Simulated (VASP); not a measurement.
Runs of VASP 6.6.1 on Pb. The structure is that of space group P6/mmm (No. 191), or close to it. The cells are those of the table. 

```tsv
task	cell	k mesh	cutoff (eV)	gap on the mesh (eV)	pressure (GPa)	relaxed volume (Å³/atom)
relaxation of cell and atoms	relaxed from a = 5.886, b = 5.886, c = 3.608 Å, angles 90.0, 90.0, 120.0°, 3 atoms	3 × 3 × 6	600	none	0.0	30.17
relaxation of cell and atoms	relaxed from a = 5.591, b = 5.591, c = 3.304 Å, angles 90.0, 90.0, 120.0°, 3 atoms	9 × 9 × 14	600	none	0.0	(a)
relaxation of cell and atoms	relaxed from a = 5.610, b = 5.610, c = 3.325 Å, angles 90.0, 90.0, 120.0°, 3 atoms	6 × 6 × 6	600	none	0.2	29.79
single point	a = 5.591, b = 5.591, c = 3.304 Å, angles 90.0, 90.0, 120.0°, 3 atoms	6 × 6 × 6	520	none	0.0	-
single point	a = 5.610, b = 5.610, c = 3.325 Å, angles 90.0, 90.0, 120.0°, 3 atoms	3 × 3 × 6	520	none	-0.1	-
single point	a = 5.567, b = 5.567, c = 3.360 Å, angles 90.0, 90.0, 120.0°, 3 atoms	9 × 9 × 14	520	none	-0.1	-
single point	a = 5.886, b = 5.886, c = 3.608 Å, angles 90.0, 90.0, 120.0°, 3 atoms	6 × 6 × 6	520	none	-5.8	-
```

Alike in all rows: level PBEsol; potentials or basis VASP PAW PBE potentials, release 64 (Pb_d); no spin polarisation; smearing gaussian 0.1 eV.

Q: Estimate the missing entries.

A: (a) 30.07.

Caveats: some runs use coarse meshes; the PAW data sets were made with another functional, which shifts forces and pressure a little; spin-orbit coupling is left out, which moves the levels of the heavy elements; the volume moved by over 15 % at a fixed basis, so the end points are rough (some runs).

A k mesh can miss the band edges, and the runs leave out spin-orbit coupling on Pb.

A gap of «none» marks levels without a gap at the run's occupations.
